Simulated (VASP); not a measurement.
# BeP3Pd (P4mm) in VASP: a series of runs

Runs on BeP3Pd. Level: PBE. Tasks: single point, relaxation of cell and atoms.

Everything below comes from runs of VASP 6.6.1. Logs are shortened: lines on timing, memory, paths and dates and some standing lists are left out, and cuts for length are marked.

## (1) The cell of the first run

Symmetry: P4mm, No. 99, tetragonal system. The conventional cell has a = 4.420 Å, b = 4.420 Å, c = 4.725 Å, α = 90.00°, β = 90.00°, γ = 90.00°. Within 2.9 Å of Be (site symmetry 4mm) lie 4 P at 2.22 Å. Within 3.1 Å of P (site symmetry 4mm) lie 2 Pd at 2.31 to 2.42 Å and 4 P at 2.42 Å. P (site symmetry 2mm) has 2 Be at 2.22 Å and 2 P at 2.42 Å and 2 Pd at 2.64 Å within 2.9 Å. Within 3.1 Å of Pd (site symmetry 4mm) lie 6 P at 2.31 to 2.64 Å.

## (2) Single point, PBE

The input, INCAR:

```
PREC = Accurate
ENCUT = 520
EDIFF = 1E-6
ISMEAR = 0
SIGMA = 0.1
LREAL = False
LASPH = True
NELM = 100
ALGO = Normal
ISIF = 2
LWAVE = False
LCHARG = True
GGA = PE
LELF = True
LVHAR = True
NBANDS = 22
```

The input, KPOINTS:

```
Automatic mesh
0
Gamma
  4 4 4
```

The input, POSCAR:

```
BeP3Pd
1.0
    4.4199040208      0.0000000000      0.0000000000
    0.0000000000      4.4199040208      0.0000000000
    0.0000000000      0.0000000000      4.7250474709
Be P Pd
1 3 1
Direct
    0.0000000000      0.0000000000      0.3078373729
    0.5000000000      0.5000000000      1.0564090863
    0.0000000000      0.5000000000      0.2638790390
    0.5000000000      0.0000000000      0.2638790390
    0.5000000000      0.5000000000      0.5679954628
```

Potentials or basis: VASP PAW PBE potentials, release 64 (Be, P, Pd).

Launch:

```sh
cat potpaw_PBE.64/Be/POTCAR potpaw_PBE.64/P/POTCAR potpaw_PBE.64/Pd/POTCAR > POTCAR
mpirun -np 1 vasp_std > vasp.out
```

OUTCAR:

```text
PREC = Accurate
   ENCUT = 520
   EDIFF = 1E-6
   ISMEAR = 0
   LREAL = False
   LASPH = True
   NELM = 100
   ISIF = 2
   GGA = PE

 ion  position               nearest neighbor table
   1  0.000  0.000  0.308-   3 2.22   4 2.22   3 2.22   4 2.22
   2  0.500  0.500  0.056-   5 2.31   5 2.42   4 2.42   3 2.42   4 2.42   3 2.42
   3  0.000  0.500  0.264-   1 2.22   1 2.22   2 2.42   2 2.42   5 2.64   5 2.64
   4  0.500  0.000  0.264-   1 2.22   1 2.22   2 2.42   2 2.42   5 2.64   5 2.64
   5  0.500  0.500  0.568-   2 2.31   2 2.42   4 2.64   3 2.64   4 2.64   3 2.64

  LATTYP: Found a simple tetragonal cell.
 ALAT       =     4.4199040208
 C/A-ratio  =     1.0690384788

  Lattice vectors:

 A1 = (   4.4199040208,   0.0000000000,   0.0000000000)
 A2 = (   0.0000000000,   4.4199040208,   0.0000000000)
 A3 = (   0.0000000000,   0.0000000000,   4.7250474709)

Analysis of symmetry for initial positions (statically):
=====================================================================
 Subroutine PRICEL returns:
 Original cell was already a primitive cell.

 Routine SETGRP: Setting up the symmetry group for a
 simple tetragonal supercell.

 Subroutine GETGRP returns: Found  8 space group operations
 (whereof  8 operations were pure point group operations)
 out of a pool of 16 trial point group operations.

The static configuration has the point symmetry C_4v.

Analysis of symmetry for dynamics (positions and initial velocities):
=====================================================================
 Subroutine PRICEL returns:
 Original cell was already a primitive cell.

 Routine SETGRP: Setting up the symmetry group for a
 simple tetragonal supercell.

 Subroutine GETGRP returns: Found  8 space group operations
 (whereof  8 operations were pure point group operations)
 out of a pool of 16 trial point group operations.

The dynamic configuration has the point symmetry C_4v.

 Subroutine INISYM returns: Found  8 space group operations
 (whereof  8 operations are pure point group operations),
 and found     1 'primitive' translations

----------------------------------------------------------------------------------------

                                     Primitive cell

  volume of cell :      92.3064

[... 86 lines left out ...]
   NELM   =    100;   NELMIN=  2; NELMDL= -5     # of ELM steps
   EDIFF  = 0.1E-05   stopping-criterion for ELM
   LREAL  =      F    real-space projection
   EDIFFG = 0.1E-04   stopping-criterion for IOM
   NSW    =      0    number of steps for IOM
   IBRION =     -1    ionic relax: 0-MD 1-quasi-New 2-CG
   NFREE  =      0    steps in history (QN), initial steepest desc. (CG)
   ISIF   =      2    stress and relaxation
   ISYM   =      2    0-nonsym 1-usesym 2-fastsym
   POTIM  = 0.5000    time-step for ionic-motion
   TEBEG  =    0.0;   TEEND  =   0.0 temperature during run
   PSTRESS=    0.0 pullay stress
   NELECT =      27.0000    total number of electrons
   NUPDOWN=      -1.0000    fix difference up-down
   EMIN   =  10.00;   EMAX   =-10.00  energy-range for DOS
   EFERMI =   0.00;   METHOD = LEGACY
   ISMEAR =     0;   SIGMA  =   0.10  broadening in eV -4-tet -1-fermi 0-gaus
   EFERMI_NEDOS =   21; number of points for ismear=-14 and -15
   IALGO  =     38    algorithm
   IMIX   =      4    mixing-type and parameters
     AMIX     =   0.40;   BMIX     =  1.00
     AMIX_MAG =   1.60;   BMIX_MAG =  1.00
  volume/ion in A,a.u.               =      18.46       124.58
  Fermi-wavevector in a.u.,A,eV,Ry     =   1.086723  2.053608 16.068026  1.180967
  Thomas-Fermi vector in A             =   2.222866
   LORBIT       =      0    0 simple, 1 ext, 2 COOP (PROOUT), +10 PAW based schemes
   GGA     = PE    functional components
   LHFCALC =     F    Hartree Fock is set to
   AEXX    =    0.0000 exact exchange contribution
   IVDW    =     0    specifies the selected vdW correction
   LEPSILON=     F    determine dielectric tensor
   LRPA    =     F    only Hartree local field effects (RPA)
 non-spin polarized calculation
 Gauss-broadening in eV      SIGMA  =   0.10
  energy-cutoff  :      520.00
  volume of cell :       92.31
 maximum number of plane-waves:      2508
 NGX is ok and might be reduce to    36
   NGX = 17   NGY = 17   NGZ = 17

 number of electron      27.0000005 magnetization

 Free energy of the ion-electron system (eV)
  ---------------------------------------------------
  ext. energy  EPLUGINS =         0.00000000
  ---------------------------------------------------
  free energy    TOTEN  =       -24.22220230 eV

  energy without entropy =      -24.19703237  energy(sigma->0) =      -24.20961734

 E-fermi :   5.1990     XC(G=0):  -9.5945

 val. band max:        5.1640031651   @ k =   0.5000   0.2500   0.5000
 cond. band min:       5.2224482905   @ k =   0.2500   0.2500   0.2500
 fundamental gap:      0.0584451255
 Fermi energy:         5.1990190807

 k-point     1 :       0.0000    0.0000    0.0000
  band No.  band energies     occupation
      1      -8.7985      2.00000
      2      -3.4530      2.00000
      3      -3.0617      2.00000
      4      -1.0825      2.00000
      5      -1.0825      2.00000
      6       2.2460      2.00000
[... 439 lines left out ...]
     21      12.1729      0.00000
     22      12.1812      0.00000

------------------------ aborting loop because EDIFF is reached ----------------------------------------

  FORCE on cell =-STRESS in cart. coord.  units (eV):
  Direction    XX          YY          ZZ          XY          YZ          ZX
  --------------------------------------------------------------------------------------
  -------------------------------------------------------------------------------------
  Total       -0.0746498     -0.0746498     -0.0270442      0.0000000      0.0000000      0.0000000
  in kB       -1.2957081     -1.2957081     -0.4694114      0.0000000      0.0000000      0.0000000
  external PRESSURE =      -1.0202759 kB  Pullay stress =       0.0000000 kB

 VOLUME and BASIS-vectors are now :
 -----------------------------------------------------------------------------
  energy-cutoff  :      520.00
  volume of cell :       92.31
      direct lattice vectors                 reciprocal lattice vectors
     4.419904021  0.000000000  0.000000000     0.226249257  0.000000000  0.000000000
     0.000000000  4.419904021  0.000000000     0.000000000  0.226249257  0.000000000
     0.000000000  0.000000000  4.725047471     0.000000000  0.000000000  0.211638085

 POSITION                                       TOTAL-FORCE (eV/Angst)
 -----------------------------------------------------------------------------------
      0.00000      0.00000      1.45455         0.000000      0.000000      0.004780
      2.20995      2.20995      0.26654         0.000000      0.000000      0.027564
      0.00000      2.20995      1.24684        -0.000000      0.000000     -0.006700
      2.20995      0.00000      1.24684         0.000000      0.000000     -0.006700
      2.20995      2.20995      2.68381         0.000000     -0.000000     -0.018943
 -----------------------------------------------------------------------------------
    total drift:                                0.000000      0.000000     -0.000015

  FREE ENERGIE OF THE ION-ELECTRON SYSTEM (eV)
  ---------------------------------------------------
  free  energy   TOTEN  =       -24.2222023019 eV

  energy  without entropy=      -24.1970323726  energy(sigma->0) =      -24.20961734
```

Run time: 81 s. Hardware: 1 thread of AMD EPYC 7R13, shared host; peak memory 0.19 GiB.

What came out:

| Item | Value |
| --- | --- |
| Free energy | -24.2222 eV |
| Pressure | -0.1 GPa |
| Largest force | 0.028 eV/Å |
| Band gap on the k mesh | zero (an odd number of electrons rules out a gap without spin polarisation) |

Forces on the atoms (eV/Å):
```
Be   0.000  0.000  0.005
P    0.000  0.000  0.028
P    0.000  0.000 -0.007
P    0.000  0.000 -0.007
Pd   0.000  0.000 -0.019
```

Stress tensor (GPa, compression positive):
```
-0.13  0.00  0.00
 0.00 -0.13  0.00
 0.00  0.00 -0.05
```

Levels at points of the mesh, in eV from the Fermi level:
```tsv
k point	band 9	band 10	band 11	band 12	band 13	band 14	band 15	band 16	band 17	band 18
(0.00, 0.00, 0.00)	-2.81	-2.66	-2.39	-1.55	-1.39	-1.39	1.08	3.49	4.46	4.46
(0.50, 0.00, 0.00)	-2.75	-2.55	-2.23	-1.77	-1.62	-1.16	1.85	2.90	4.12	4.33
(0.50, 0.50, 0.00)	-2.09	-2.06	-1.63	-1.63	1.16	1.88	2.04	2.37	2.37	2.38
(0.00, 0.00, 0.50)	-2.36	-2.35	-2.35	-0.71	-0.71	1.15	1.57	2.06	2.06	3.87
(0.50, 0.00, 0.50)	-2.77	-2.71	-2.34	-1.76	-1.25	1.77	2.07	2.68	2.69	4.29
(0.50, 0.50, 0.50)	-2.53	-2.53	-2.43	-2.32	1.46	1.70	2.06	3.61	3.61	5.17
```

## (3) Single point, PBE

This run uses another cell than the first one, of 18.37 Å³/atom.

The input, INCAR:

```
SYSTEM = BeP3Pd
PREC = Accurate
ENCUT = 520
EDIFF = 1E-7
ISMEAR = 0
SIGMA = 0.1
LREAL = .False.
LASPH = .True.
NELM = 100
ALGO = Normal
ISIF = 2
LWAVE = .False.
LCHARG = .False.
GGA = PE
NBANDS = 22
```

The input, KPOINTS:

```
Automatic mesh
0
Gamma
  8 8 8
  0 0 0
```

The input, POSCAR:

```
BeP3Pd
1.0
    4.3605605540      0.0000000000      0.0000000000
    0.0000000000      4.3605605540      0.0000000000
    0.0000000000      0.0000000000      4.8306473701
Be P Pd
1 3 1
Direct
    0.0000000000      0.0000000000      0.3222388046
    0.5000000000      0.5000000000      0.0457935579
    0.0000000000      0.5000000000      0.2637515993
    0.5000000000      0.0000000000      0.2637515993
    0.5000000000      0.5000000000      0.5644644389
```

Potentials or basis: VASP PAW PBE potentials, release 64 (Be, P, Pd).

Launch:

```sh
cat potpaw_PBE.64/Be/POTCAR potpaw_PBE.64/P/POTCAR potpaw_PBE.64/Pd/POTCAR > POTCAR
mpirun -np 1 vasp_std > vasp.out
```

It took 4.9 min on 1 thread of AMD EPYC 7R13, shared host; peak memory 0.25 GiB.

It converged, with:

```yaml
Free_energy: -24.3268 eV
Pressure: -0.1 GPa
Largest_force: 0.036 eV/Å
Band_gap_on_the_k_mesh: zero (an odd number of electrons rules out a gap without spin polarisation)
```

Forces on the atoms (eV/Å):
```
Be   0.000  0.000  0.004
P    0.000  0.000  0.036
P    0.000  0.000 -0.008
P    0.000  0.000 -0.008
Pd   0.000  0.000 -0.023
```

Stress tensor (GPa, compression positive):
```
-0.12  0.00  0.00
 0.00 -0.12  0.00
 0.00  0.00 -0.01
```

Levels at points of the mesh, in eV from the Fermi level:
| k point | band 12 | band 13 | band 14 | band 15 | band 16 | band 17 |
| --- | --- | --- | --- | --- | --- | --- |
| (0.00, 0.00, 0.00) | -1.92 | -1.68 | -1.68 | 0.76 | 3.34 | 4.00 |
| (0.50, 0.00, 0.00) | -2.08 | -1.92 | -1.71 | 1.42 | 2.79 | 3.75 |
| (0.50, 0.50, 0.00) | -1.98 | 0.44 | 1.76 | 1.88 | 1.97 | 2.09 |
| (0.00, 0.00, 0.50) | -1.12 | -1.12 | 0.87 | 1.14 | 1.74 | 1.74 |
| (0.50, 0.00, 0.50) | -2.05 | -1.59 | 1.35 | 1.63 | 2.39 | 2.56 |
| (0.50, 0.50, 0.50) | -2.67 | 1.15 | 1.61 | 1.90 | 3.52 | 3.52 |

## (4) Relaxation of cell and atoms, PBE

The input, INCAR:

```
ALGO = Normal ; EDIFF = 1E-7
EDIFFG = -0.01 ; ENCUT = 600
GGA = PE ; IBRION = 2
ISIF = 3 ; ISMEAR = 0
LASPH = True ; LCHARG = False
LREAL = False ; LWAVE = False
NELM = 60 ; NSW = 100
PREC = Accurate ; SIGMA = 0.1
```

The input, KPOINTS:

```
k-points
0
Gamma
  8 8 8
```

The input, POSCAR:

```
BeP3Pd
1.0
    4.4199040208      0.0000000000      0.0000000000
    0.0000000000      4.4199040208      0.0000000000
    0.0000000000      0.0000000000      4.7250474709
Be P Pd
1 3 1
Direct
    0.0000000000      0.0000000000      0.3078373729
    0.5000000000      0.5000000000      0.0564090863
    0.0000000000      0.5000000000      0.2638790390
    0.5000000000      0.0000000000      0.2638790390
    0.5000000000      0.5000000000      0.5679954628
```

Launch:

```sh
cat potpaw_PBE.64/Be/POTCAR potpaw_PBE.64/P/POTCAR potpaw_PBE.64/Pd/POTCAR > POTCAR
mpirun -np 1 vasp_std > vasp.out
```

Wall time 39 min (1 thread of AMD EPYC 7R13, shared host); peak memory 0.32 GiB.

Results (log left out):

* Free energy: -24.3275 eV
* Relaxed volume: 18.35 Å³/atom
* Relaxed cell: a = 4.358 Å, b = 4.358 Å, c = 4.831 Å, α = 90.00°, β = 90.00°, γ = 90.00°
* Space group after relaxing (to 0.1 Å): P4mm (No. 99)
* Energy gained by relaxing: 5.3 meV/atom
* Ionic steps: 20
* Pressure after relaxing: 0.0 GPa
* Largest force after relaxing: 0.006 eV/Å
* Band gap on the k mesh: zero (an odd number of electrons rules out a gap without spin polarisation)

Forces in eV/Å, atoms in the order of the input:
```
Be   0.000  0.000  0.003
P    0.000  0.000 -0.006
P    0.000  0.000  0.003
P    0.000  0.000  0.003
Pd   0.000  0.000 -0.003
```

Step by step:
```
step  energy change (eV)  largest force (eV/Å)  pressure (GPa)  volume (Å³)
   1              0.0000                0.2218           -0.11        92.31
   2             -0.0174                0.1600            0.01        92.12
   3             -0.0210                0.1230            0.15        91.98
   4             -0.0224                0.0816           -0.13        92.23
   5             -0.0227                0.0925           -0.32        92.41
   6             -0.0236                0.0666           -0.15        92.22
   7             -0.0240                0.0614            0.03        92.02
   8             -0.0240                0.0607            0.06        92.00
   9             -0.0243                0.0551            0.03        92.01
  10             -0.0251                0.0588           -0.04        92.06
  11             -0.0250                0.1340           -0.18        92.15
  12             -0.0254                0.0946           -0.10        92.10
  13             -0.0257                0.0768           -0.10        92.05
  14             -0.0262                0.0309           -0.08        91.92
  15             -0.0258                0.0832           -0.04        91.64
  16             -0.0263                0.0092           -0.07        91.83
  17             -0.0264                0.0101            0.01        91.75
  18             -0.0264                0.0105            0.02        91.74
  19             -0.0264                0.0107            0.03        91.73
  20             -0.0264                0.0060            0.02        91.74
```

Final structure:
```
Be P Pd
1.0
     4.35761    0.00000    0.00000
     0.00000    4.35761    0.00000
     0.00000    0.00000    4.83136
Be P Pd
1 3 1
Direct
  0.00000 0.00000 0.32298
  0.50000 0.50000 0.04617
  0.00000 0.50000 0.26323
  0.50000 0.00000 0.26323
  0.50000 0.50000 0.56438
```

Levels at points of the mesh, in eV from the Fermi level:
```
           k point  band 10  band 11  band 12  band 13  band 14  band 15  band 16  band 17
(0.00, 0.00, 0.00)    -3.04    -2.70    -1.92    -1.68    -1.68     0.76     3.35     4.00
(0.50, 0.00, 0.00)    -2.88    -2.53    -2.08    -1.92    -1.70     1.42     2.79     3.74
(0.50, 0.50, 0.00)    -2.33    -1.99    -1.99     0.45     1.75     1.89     1.96     2.10
(0.00, 0.00, 0.50)    -2.63    -2.63    -1.13    -1.13     0.87     1.14     1.75     1.75
(0.50, 0.00, 0.50)    -2.98    -2.59    -2.05    -1.60     1.35     1.64     2.38     2.56
(0.50, 0.50, 0.50)    -2.82    -2.67    -2.67     1.15     1.60     1.91     3.53     3.53
```

## (5) Summary

| task | cell | k mesh | cutoff (eV) | gap on the mesh (eV) | pressure (GPa) | largest force (eV/Å) |
| --- | --- | --- | --- | --- | --- | --- |
| single point | a = 4.420, b = 4.420, c = 4.725 Å, 5 atoms, atomic positions A | 4 × 4 × 4 | 520 | none | -0.1 | 0.03 |
| single point | a = 4.361, b = 4.361, c = 4.831 Å, 5 atoms, atomic positions B | 8 × 8 × 8 | 520 | none | -0.1 | 0.04 |
| relaxation of cell and atoms | relaxed from a = 4.420, b = 4.420, c = 4.725 Å, 5 atoms, atomic positions A | 8 × 8 × 8 | 600 | none | 0.0 | 0.01 |

Alike in all rows: level PBE; potentials or basis VASP PAW PBE potentials, release 64 (Be, P, Pd); no spin polarisation; smearing gaussian 0.1 eV.

Total energies depend on the potentials used, so only differences within one code and one set of settings carry meaning.
